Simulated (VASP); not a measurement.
Set up this calculation in VASP 6.6.1, as the native input.

```
Task                   : single point
Functional             : PBE
Potentials or basis    : VASP PAW PBE potentials, release 64 (Si, B)
Cutoff                 : 500 eV
k mesh                 : 5 × 5 × 3
Occupations            : gaussian, width 0.2 eV
Spin                   : no spin polarisation
Dipole correction      : no
Further INCAR settings : ALGO = Normal; EDIFF = 1e-06; NBANDS = 18
```

The structure of SiB5 lies in POSCAR:

```
SiB5
1.0
    3.1955697954     -0.0000000025      0.0000000000
   -1.5977848956      2.7674446236      0.0000000000
    0.0000000000      0.0000000000      5.4957630517
Si B
1 5
Direct
    0.0000000000      0.0000000000      0.0719824417
    0.3333333333      0.6666666667      0.5569386624
    0.6666666667      0.3333333333      0.5569386624
    0.3333333333      0.6666666667      0.8827259449
    0.6666666667      0.3333333333      0.8827259449
    0.0000000000      0.0000000000      0.4318293736
```

The cell was generated, and may not be a known phase.

The input as run:

INCAR

```
  PREC = Accurate
  ENCUT = 500
  EDIFF = 1E-6
  ISMEAR = 0
  SIGMA = 0.2
  LREAL = F
  LASPH = T
  NELM = 120
  ALGO = Normal
  ISIF = 2
  LWAVE = F
  LCHARG = F
  GGA = PE
  NBANDS = 18
  GGA_COMPAT = F
```

KPOINTS

```
regular mesh
0
Gamma
  5 5 3
```

Potentials or basis: VASP PAW PBE potentials, release 64 (Si, B).

Run with:

```bash
$ cat potpaw_PBE.64/Si/POTCAR potpaw_PBE.64/B/POTCAR > POTCAR
$ mpirun -np 1 vasp_std > vasp.out
```

It gave:

The pressure is 0.2 GPa, the largest force is 0.048 eV/Å and the band gap on the k mesh is zero (an odd number of electrons rules out a gap without spin polarisation).

Caveat: the k points lie up to 0.45 Å⁻¹ apart, too coarse for converged energies and pressures of a metal.

Run time: 5.9 s on 1 thread of Intel(R) Xeon(R) Platinum 8375C CPU @ 2.90GHz (Ice Lake), on a shared host, peak memory 0.15 GiB.
